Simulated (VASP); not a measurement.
# SiO2 (P6_522) in VASP: notebook

SiO2 is run at these levels: r2SCAN; tasks: single point.

All numbers are computed with VASP 6.6.1; they aren't measurements. Logs are shortened: lines on timing, memory, paths and dates and some standing lists are left out, and cuts for length are marked.

**1. The cell of the first run**

It takes space group P6_522 (No. 179, hexagonal). Conventional cell: a = 7.240 Å, b = 7.240 Å, c = 6.915 Å, α = 90.00°, β = 90.00°, γ = 120.00°. Si (site symmetry 2) has 4 O at 1.59 Å within 2.1 Å. Within 2.1 Å of O (site symmetry 2) lie 2 Si at 1.59 Å. Within 2.1 Å of O (site symmetry 2) lie 2 Si at 1.59 Å.

**2. Single point, r2SCAN (17.44 Å³/atom)**

Input file POSCAR:

```
SiO2
1.0
    7.2401325249      0.0000000000      0.0000000000
   -3.6200662625      6.2701386933      0.0000000000
    0.0000000000      0.0000000000      6.9148622971
Si O
6 12
Direct
    0.5350655815      0.7675327907      0.4166666667
    0.4649344185      0.2324672093      0.9166666667
    0.2324672093      0.4649344185      0.7500000000
    0.7675327907      0.2324672093      0.5833333333
    0.7675327907      0.5350655815      0.2500000000
    0.2324672093      0.7675327907      0.0833333333
    0.6114771910      0.3885228090      0.0833333333
    0.0000000000      0.6865301171      0.1666666667
    0.7770456181      0.3885228090      0.4166666667
    0.6865301171      0.6865301171      0.3333333333
    0.3134698829      0.3134698829      0.8333333333
    0.6114771910      0.2229543819      0.7500000000
    0.2229543819      0.6114771910      0.9166666667
    0.3134698829      0.0000000000      0.0000000000
    0.0000000000      0.3134698829      0.6666666667
    0.3885228090      0.7770456181      0.2500000000
    0.3885228090      0.6114771910      0.5833333333
    0.6865301171      0.0000000000      0.5000000000
```

Input file INCAR.step1:

```
PREC = Accurate
ENCUT = 660
ISMEAR = 0
SIGMA = 0.02
LREAL = False
LASPH = True
NELM = 120
NBANDS = 63
GGA = PE
ALGO = Normal
EDIFF = 1E-5
LWAVE = True
LCHARG = False
GGA_COMPAT = False
```

Input file INCAR.step2:

```
PREC = Accurate
ENCUT = 660
EDIFF = 1E-6
ISMEAR = 0
SIGMA = 0.02
LREAL = False
LASPH = True
NELM = 120
ALGO = Normal
ISIF = 2
LWAVE = False
LCHARG = True
METAGGA = R2SCAN
LMIXTAU = True
LELF = True
LVHAR = True
NBANDS = 63
ISTART = 1
GGA_COMPAT = False
```

Input file KPOINTS:

```
regular mesh
0
Gamma
  6 6 4
```

Potentials or basis: VASP PAW PBE potentials, release 64 (Si, O).

The run is started by

```console
> cat potpaw_PBE.64/Si/POTCAR potpaw_PBE.64/O/POTCAR > POTCAR
> cp INCAR.step1 INCAR
> mpirun -np 1 vasp_std > vasp.out
> cp INCAR.step2 INCAR
> mpirun -np 1 vasp_std > vasp.out
```

OUTCAR:

```text
PREC = Accurate
   ENCUT = 660
   EDIFF = 1E-6
   ISMEAR = 0
   LREAL = False
   LASPH = True
   NELM = 120
   ISIF = 2
   METAGGA = R2SCAN
   ISTART = 1

 ion  position               nearest neighbor table
   1  0.535  0.768  0.417-  10 1.59  18 1.59  17 1.59  16 1.59   5 3.13   4 3.13
   2  0.465  0.232  0.917-  11 1.59  14 1.59   7 1.59  12 1.59   3 3.13   6 3.13
   3  0.232  0.465  0.750-  11 1.59  15 1.59  17 1.59  13 1.59   2 3.13   4 3.13
   4  0.768  0.232  0.583-  18 1.59  15 1.59   9 1.59  12 1.59   1 3.13   3 3.13
   5  0.768  0.535  0.250-  10 1.59   8 1.59   7 1.59   9 1.59   1 3.13   6 3.13
   6  0.232  0.768  0.083-  14 1.59   8 1.59  13 1.59  16 1.59   2 3.13   5 3.13
   7  0.611  0.389  0.083-   2 1.59   5 1.59
   8  0.000  0.687  0.167-   5 1.59   6 1.59
   9  0.777  0.389  0.417-   4 1.59   5 1.59
  10  0.687  0.687  0.333-   5 1.59   1 1.59
  11  0.313  0.313  0.833-   3 1.59   2 1.59
  12  0.611  0.223  0.750-   4 1.59   2 1.59
  13  0.223  0.611  0.917-   6 1.59   3 1.59
  14  0.313  0.000  0.000-   2 1.59   6 1.59
  15  0.000  0.313  0.667-   3 1.59   4 1.59
  16  0.389  0.777  0.250-   6 1.59   1 1.59
  17  0.389  0.611  0.583-   1 1.59   3 1.59
  18  0.687  0.000  0.500-   1 1.59   4 1.59

  LATTYP: Found a hexagonal cell.
 ALAT       =     7.2401325249
 C/A-ratio  =     0.9550739953

  Lattice vectors:

 A1 = (   7.2401325249,   0.0000000000,   0.0000000000)
 A2 = (  -3.6200662625,   6.2701386933,   0.0000000000)
 A3 = (   0.0000000000,   0.0000000000,   6.9148622971)

Analysis of symmetry for initial positions (statically):
=====================================================================
 Subroutine PRICEL returns:
 Original cell was already a primitive cell.

 Routine SETGRP: Setting up the symmetry group for a
 hexagonal supercell.

 Subroutine GETGRP returns: Found 12 space group operations
 (whereof  2 operations were pure point group operations)
 out of a pool of 24 trial point group operations.

The static configuration has the point symmetry C_2 .
 The point group associated with its full space group is D_6 .

Analysis of symmetry for dynamics (positions and initial velocities):
=====================================================================
 Subroutine PRICEL returns:
 Original cell was already a primitive cell.

 Routine SETGRP: Setting up the symmetry group for a
 hexagonal supercell.

 Subroutine GETGRP returns: Found 12 space group operations
 (whereof  2 operations were pure point group operations)
 out of a pool of 24 trial point group operations.

The dynamic configuration has the point symmetry C_2 .
 The point group associated with its full space group is D_6 .

 Subroutine INISYM returns: Found 12 space group operations
 (whereof  2 operations are pure point group operations),
 and found     1 'primitive' translations

----------------------------------------------------------------------------------------

                                     Primitive cell

  volume of cell :     313.9115

  direct lattice vectors                    reciprocal lattice vectors
     7.240132525  0.000000000  0.000000000     0.138119019  0.079743053  0.000000000
    -3.620066262  6.270138693  0.000000000     0.000000000  0.159486105  0.000000000
     0.000000000  0.000000000  6.914862297     0.000000000  0.000000000  0.144616040

  length of vectors
     7.240132525  7.240132525  6.914862297     0.159486105  0.159486105  0.144616040

  position of ions in fractional coordinates (direct lattice)
     0.535065581  0.767532791  0.416666667
     0.464934419  0.232467209  0.916666667
     0.232467209  0.464934419  0.750000000
     0.767532791  0.232467209  0.583333333
     0.767532791  0.535065581  0.250000000
     0.232467209  0.767532791  0.083333333
[... 10 lines left out ...]
     0.388522809  0.611477191  0.583333333
     0.686530117  0.000000000  0.500000000

  ion indices of the primitive-cell ions
   primitive index   ion index
                 1           1
                 2           2
                 3           3
                 4           4
                 5           5
                 6           6
[... 10 lines left out ...]
                17          17
                18          18

----------------------------------------------------------------------------------------

 KPOINTS: regular mesh

Automatic generation of k-mesh.
 Grid dimensions read from file:
 generate k-points for:    6    6    4

 Generating k-lattice:

  Cartesian coordinates                     Fractional coordinates (reciprocal lattice)
     0.023019836  0.013290509  0.000000000     0.166666667  0.000000000  0.000000000
     0.000000000  0.026581018  0.000000000     0.000000000  0.166666667  0.000000000
     0.000000000  0.000000000  0.036154010     0.000000000  0.000000000  0.250000000

  Length of vectors
     0.026581018  0.026581018  0.036154010

  Shift w.r.t. Gamma in fractional coordinates (k-lattice)
     0.000000000  0.000000000  0.000000000

 Subroutine IBZKPT returns following result:
 ===========================================

 Found     21 irreducible k-points:

 Following reciprocal coordinates:
            Coordinates               Weight
  0.000000  0.000000  0.000000      1.000000
  0.166667  0.000000  0.000000      6.000000
  0.333333  0.000000  0.000000      6.000000
  0.500000  0.000000  0.000000      3.000000
  0.166667  0.166667  0.000000      6.000000
  0.333333  0.166667  0.000000     12.000000
[... 13 lines left out ...]
  0.333333  0.166667  0.500000     12.000000
  0.333333  0.333333  0.500000      2.000000
   k-points           NKPTS =     21   k-points in BZ     NKDIM =     21   number of bands    NBANDS=     63
   number of dos      NEDOS =    301   number of ions     NIONS =     18
   total plane-waves  NPLWV = 245760
   dimension x,y,z NGX =    64 NGY =   64 NGZ =   60
   dimension x,y,z NGXF=   128 NGYF=  128 NGZF=  120
   ions per type =               6  12
   NGX,Y,Z   is equivalent  to a cutoff of  14.70, 14.70, 14.43 a.u.
   NGXF,Y,Z  is equivalent  to a cutoff of  29.39, 29.39, 28.85 a.u.
 SYSTEM =  unknown system
   PREC   = accura    normal or accurate (medium, high low for compatibility)
   ISTART =      1    job   : 0-new  1-cont  2-samecut
   ICHARG =      0    charge: 1-file 2-atom 10-const
   ISPIN  =      1    spin polarized calculation?
   LNONCOLLINEAR =      F non collinear calculations
   LSORBIT =      F    spin-orbit coupling
   LASPH  =      T    aspherical Exc in radial PAW
   ENCUT  =  660.0 eV  48.51 Ry    6.96 a.u.  15.17 15.17 14.48*2*pi/ulx,y,z
   NELM   =    120;   NELMIN=  2; NELMDL=  0     # of ELM steps
   EDIFF  = 0.1E-05   stopping-criterion for ELM
   LREAL  =      F    real-space projection
[... 7 lines left out ...]
   TEBEG  =    0.0;   TEEND  =   0.0 temperature during run
   PSTRESS=    0.0 pullay stress
   NELECT =      96.0000    total number of electrons
   NUPDOWN=      -1.0000    fix difference up-down
   EMIN   =  10.00;   EMAX   =-10.00  energy-range for DOS
   EFERMI =   0.00;   METHOD = LEGACY
   ISMEAR =     0;   SIGMA  =   0.02  broadening in eV -4-tet -1-fermi 0-gaus
   EFERMI_NEDOS =   21; number of points for ismear=-14 and -15
   IALGO  =     38    algorithm
   IMIX   =      4    mixing-type and parameters
     AMIX     =   0.40;   BMIX     =  1.00
     AMIX_MAG =   1.60;   BMIX_MAG =  1.00
  volume/ion in A,a.u.               =      17.44       117.69
  Fermi-wavevector in a.u.,A,eV,Ry     =   1.102968  2.084307 16.552005  1.216538
  Thomas-Fermi vector in A             =   2.239419
   LORBIT       =      0    0 simple, 1 ext, 2 COOP (PROOUT), +10 PAW based schemes
   METAGGA = R2SCAN    functional components
   LHFCALC =     F    Hartree Fock is set to
   AEXX    =    0.0000 exact exchange contribution
   IVDW    =     0    specifies the selected vdW correction
   LEPSILON=     F    determine dielectric tensor
   LRPA    =     F    only Hartree local field effects (RPA)
 non-spin polarized calculation
 Gauss-broadening in eV      SIGMA  =   0.02
  energy-cutoff  :      660.00
  volume of cell :      313.91
 maximum number of plane-waves:     12126
 NGX is ok and might be reduce to    64
   NGX = 31   NGY = 31   NGZ = 29

 number of electron      95.9999995 magnetization

 Free energy of the ion-electron system (eV)
  ---------------------------------------------------
  ext. energy  EPLUGINS =         0.00000000
  ---------------------------------------------------
  free energy    TOTEN  =      -178.52915593 eV

  energy without entropy =     -178.52915593  energy(sigma->0) =     -178.52915593

 E-fermi :  -1.6288     XC(G=0):  -7.5276

 val. band max:       -1.7556903478   @ k =   0.3333   0.3333   0.2500
 cond. band min:       4.6652732017   @ k =   0.0000   0.0000   0.0000
 fundamental gap:      6.4209635495
 Fermi energy:        -1.6288364219

 k-point     1 :       0.0000    0.0000    0.0000
  band No.  band energies     occupation
      1     -22.1160      2.00000
      2     -21.2236      2.00000
      3     -21.2116      2.00000
      4     -21.2116      2.00000
      5     -20.6933      2.00000
      6     -20.6933      2.00000
[... 52 lines left out ...]
     59       9.7761      0.00000
     60       9.7761      0.00000

 k-point     2 :       0.1667    0.0000    0.0000
  band No.  band energies     occupation
      1     -22.0800      2.00000
      2     -21.3350      2.00000
      3     -21.2155      2.00000
      4     -21.2129      2.00000
      5     -20.6904      2.00000
      6     -20.6128      2.00000
[... 52 lines left out ...]
     59       9.5217      0.00000
     60       9.7048      0.00000

 k-point     3 :       0.3333    0.0000    0.0000
  band No.  band energies     occupation
      1     -21.9783      2.00000
      2     -21.5477      2.00000
      3     -21.2159      2.00000
      4     -21.2156      2.00000
      5     -20.6844      2.00000
      6     -20.5008      2.00000
[... 1070 lines left out ...]
      6     -20.4745      2.00000
[... 52 lines left out ...]
     59       9.4635      0.00000
     60       9.4635      0.00000

 k-point    21 :       0.3333    0.3333    0.5000
  band No.  band energies     occupation
      1     -21.6445      2.00000
      2     -21.6445      2.00000
      3     -21.4657      2.00000
      4     -21.4657      2.00000
      5     -20.4592      2.00000
      6     -20.4592      2.00000
[... 52 lines left out ...]
     59       9.4587      0.00000
     60       9.4587      0.00000
 [bands above 60 left out]

------------------------ aborting loop because EDIFF is reached ----------------------------------------

  FORCE on cell =-STRESS in cart. coord.  units (eV):
  Direction    XX          YY          ZZ          XY          YZ          ZX
  --------------------------------------------------------------------------------------
  -------------------------------------------------------------------------------------
  Total        7.9898238      7.9898238      7.9661029     -0.0000000     -0.0000000      0.0000000
  in kB       40.7793771     40.7793771     40.6583075     -0.0000000     -0.0000000      0.0000000
  external PRESSURE =      40.7390205 kB  Pullay stress =       0.0000000 kB

 VOLUME and BASIS-vectors are now :
 -----------------------------------------------------------------------------
  energy-cutoff  :      660.00
  volume of cell :      313.91
      direct lattice vectors                 reciprocal lattice vectors
     7.240132525  0.000000000  0.000000000     0.138119019  0.079743053  0.000000000
    -3.620066262  6.270138693  0.000000000     0.000000000  0.159486105  0.000000000
     0.000000000  0.000000000  6.914862297     0.000000000  0.000000000  0.144616040

 POSITION                                       TOTAL-FORCE (eV/Angst)
 -----------------------------------------------------------------------------------
      1.09543      4.81254      2.88119         0.017731      0.010237     -0.000000
      2.52464      1.45760      6.33862        -0.017731     -0.010237     -0.000000
      0.00000      2.91520      5.18615         0.000000     -0.020474     -0.000000
      4.71549      1.45760      4.03367         0.017731     -0.010237      0.000000
      3.62007      3.35494      1.72872        -0.000000      0.020474      0.000000
     -1.09543      4.81254      0.57624        -0.017731      0.010237      0.000000
[... 10 lines left out ...]
      0.59937      3.83405      4.03367         0.000972     -0.000561      0.000000
      4.97057      0.00000      3.45743        -0.019888      0.000000      0.000000
 -----------------------------------------------------------------------------------
    total drift:                                0.000002     -0.000001     -0.000000

  FREE ENERGIE OF THE ION-ELECTRON SYSTEM (eV)
  ---------------------------------------------------
  free  energy   TOTEN  =      -178.5291559316 eV

  energy  without entropy=     -178.5291559316  energy(sigma->0) =     -178.52915593
```

Wall time 23 min (1 thread of Intel Xeon 6975P-C (Granite Rapids), shared host); peak memory 0.82 GiB.

What came out:

| Property | Result |
| --- | --- |
| Free energy | -178.5292 eV |
| Pressure | 4.1 GPa |
| Largest force | 0.020 eV/Å |
| Band gap on the k mesh | 6.42 eV (least direct gap 6.56 eV) |

Forces in eV/Å, atoms in the order of the input:
```
Si   0.018  0.010  0.000
Si  -0.018 -0.010  0.000
Si   0.000 -0.020  0.000
Si   0.018 -0.010  0.000
Si   0.000  0.020  0.000
Si  -0.018  0.010  0.000
O   -0.001  0.001  0.000
O    0.010 -0.017  0.000
O    0.001  0.001  0.000
O   -0.010 -0.017  0.000
O    0.010  0.017  0.000
O    0.000 -0.001  0.000
O   -0.001 -0.001  0.000
O    0.020  0.000  0.000
O   -0.010  0.017  0.000
O    0.000  0.001  0.000
O    0.001 -0.001  0.000
O   -0.020  0.000  0.000
```

Caveat: the cell stands under pressure; the PAW data sets were made with another functional, which shifts forces and pressure a little. A k mesh can miss the band edges.

[end of part 1 of 2]
